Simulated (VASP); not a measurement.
HfN:

```xyz
2
Lattice="0.0000 2.2560 2.2560 2.2560 0.0000 2.2560 2.2560 2.2560 0.0000" Properties=species:S:1:pos:R:3 pbc="T T T"
Hf    0.0000    0.0000    0.0000
N     2.2560    2.2560    2.2560
```

* Program: VASP 6.6.1
* Task: relaxation of cell and atoms
* Functional: PBEsol
* Potentials or basis: VASP PAW PBE potentials, release 64 (Hf_pv, N)
* Cutoff: 600 eV
* k mesh: 10 × 10 × 10
* Occupations: fermi-dirac, width 0.1 eV
* Spin: no spin polarisation

At the start: pressure -4.1 GPa; volume 11.48 Å³/atom.

Task: Where does the relaxation end?

Result: Over 3 steps the energy falls by 2.2 meV/atom and the volume is 11.32 Å³/atom (-1.4 %); space group Fm-3m (No. 225, to 0.05 Å).

The path:
```csv
step,energy change (eV),largest force (eV/Å),pressure (GPa),volume (Å³)
1,0.0000,0.0000,-4.12,22.96
2,0.0127,0.0000,8.82,22.00
3,-0.0043,0.0000,-0.03,22.63
```

Final structure:
```yaml
crystal:
  lattice:
    - [0.00000, 2.24515, 2.24515]
    - [2.24515, 0.00000, 2.24515]
    - [2.24515, 2.24515, 0.00000]
  atoms:
    - { symbol: Hf, position: [0.00000, 0.00000, 0.00000] }
    - { symbol: N, position: [0.50000, 0.50000, 0.50000] }
```

Caveat: the PAW data sets were made with another functional, which shifts forces and pressure a little.
